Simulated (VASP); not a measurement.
Here is a VASP 6.6.1 calculation.

File INCAR:

```
SYSTEM = GeS
ALGO = Normal
EDIFF = 1E-6
ENCUT = 500
GGA = PE
GGA_COMPAT = .FALSE.
ISIF = 2
ISMEAR = 0
LASPH = .TRUE.
LCHARG = .FALSE.
LREAL = .FALSE.
LWAVE = .FALSE.
NBANDS = 50
NELM = 120
PREC = Accurate
SIGMA = 0.02
```

The input KPOINTS:

```
k-points
0
G
  4 8 6
  0 0 0
```

Contents of POSCAR:

```
GeS
1.0
   10.7829879832      0.0000000000      0.0000000000
    0.0000000000      3.6673149785      0.0000000000
    0.0000000000      0.0000000000      4.4539997450
Ge S
4 4
Direct
    0.1259793621      0.2500000000      0.1346441852
    0.3740206379      0.7500000000      0.6346441852
    0.6259793621      0.2500000000      0.3653558148
    0.8740206379      0.7500000000      0.8653558148
    0.8470522725      0.2500000000      0.5030848030
    0.6529477275      0.7500000000      0.0030848030
    0.3470522725      0.2500000000      0.9969151970
    0.1529477275      0.7500000000      0.4969151970
```

Potentials or basis: VASP PAW PBE potentials, release 64 (Ge_d, S).

Launch:

```console
$ cat potpaw_PBE.64/Ge_d/POTCAR potpaw_PBE.64/S/POTCAR > POTCAR
$ mpirun -np 1 vasp_std > vasp.out
```

Q: Predict the band gap on the k mesh.

A: 1.24 eV.

Q: Predict the pressure.

A: -0.1 GPa.

Q: What does it give for the largest force?

A: 0.004 eV/Å.

Forces in eV/Å, atoms in the order of the input:
```
Ge   0.001  0.000 -0.004
Ge  -0.001  0.000 -0.004
Ge   0.001  0.000  0.004
Ge  -0.001  0.000  0.004
S    0.002  0.000 -0.004
S   -0.002  0.000 -0.004
S    0.002  0.000  0.004
S   -0.002  0.000  0.004
```

A k mesh can miss the band edges.
